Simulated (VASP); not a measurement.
The system is Zn2SiN.

```
Zn Si N
1.0
     3.44449    0.00000    0.00000
    -1.72225    2.98302    0.00000
     0.00000    0.00000    6.05757
Zn Si N
2 1 1
Direct
  0.00000 0.00000 0.26318
  0.00000 0.00000 0.73682
  0.00000 0.00000 0.00000
  0.00000 0.00000 0.50000
```

- Program: VASP 6.6.1
- Task: relaxation of cell and atoms
- Functional: PBE
- Potentials or basis: VASP PAW PBE potentials, release 64 (Zn, Si, N)
- Cutoff: 600 eV
- k mesh: 6 × 6 × 4
- Occupations: gaussian, width 0.1 eV
- Spin: no spin polarisation

At the start: pressure 132.4 GPa; volume 15.56 Å³/atom.

Problem. How do energy, volume and symmetry change on relaxing?

Solution. Over 28 steps the energy falls by 4474.7 meV/atom and the volume is 14.63 Å³/atom (-6.0 %); space group P6/mmm (No. 191, to 0.05 Å).

Step by step:
```
step  energy change (eV)  largest force (eV/Å)  pressure (GPa)  volume (Å³)
   1              0.0000                7.8745          132.38        62.24
   2             18.7225                1.1648          -53.41       180.45
   3            -13.1938                0.7463          -16.54       114.75
   4            -14.4745                0.2286          -13.90       107.76
   5            -16.4115                5.5800            2.33        86.21
   6            -16.4196                3.1461           -4.61        91.35
   7            -16.4734                3.9433           -2.39        89.42
   8            -16.4766                4.1950           -1.66        88.88
   9            -16.9466                0.5778          -10.41        86.64
  10            -16.9962                0.2636           -8.84        87.28
  11            -17.5289                0.4259           -2.17        74.66
  12            -17.5297                0.4752           -1.80        74.28
  13            -17.5844                0.1158           -1.19        72.17
  14            -17.6535                0.7182            0.74        67.81
  15            -17.5302                2.9149            7.91        59.43
  16            -17.6609                1.0378            1.48        66.47
  17            -17.6816                1.0273            1.15        65.98
  18            -17.7351                1.0217            0.37        64.48
  19            -17.8088                1.0864           -0.19        61.44
  20            -17.7898                0.8727            2.10        55.28
  21            -17.8336                1.0476            0.05        59.35
  22            -17.8567                0.8012           -0.54        59.49
  23            -17.8875                0.1008           -2.09        59.88
  24            -17.8958                0.0523           -1.06        59.27
  25            -17.8977                0.0136           -0.27        58.83
  26            -17.8977                0.0110           -0.20        58.81
  27            -17.8982                0.0005           -0.19        58.70
  28            -17.8988                0.0181           -0.14        58.52
```

Final structure:
```cif
data_structure
_symmetry_space_group_name_H-M 'P 1'
_symmetry_Int_Tables_number 1
_cell_length_a 2.8018
_cell_length_b 2.8018
_cell_length_c 8.6081
_cell_angle_alpha 90.000
_cell_angle_beta 90.000
_cell_angle_gamma 120.000
_cell_volume 58.52
loop_
_atom_site_label
_atom_site_type_symbol
_atom_site_fract_x
_atom_site_fract_y
_atom_site_fract_z
_atom_site_occupancy
Zn1 Zn 0.00000 0.00000 0.28257 1
Zn2 Zn 0.00000 0.00000 0.71743 1
Si1 Si 0.00000 0.00000 0.00000 1
N1 N 0.00000 0.00000 0.50000 1
```
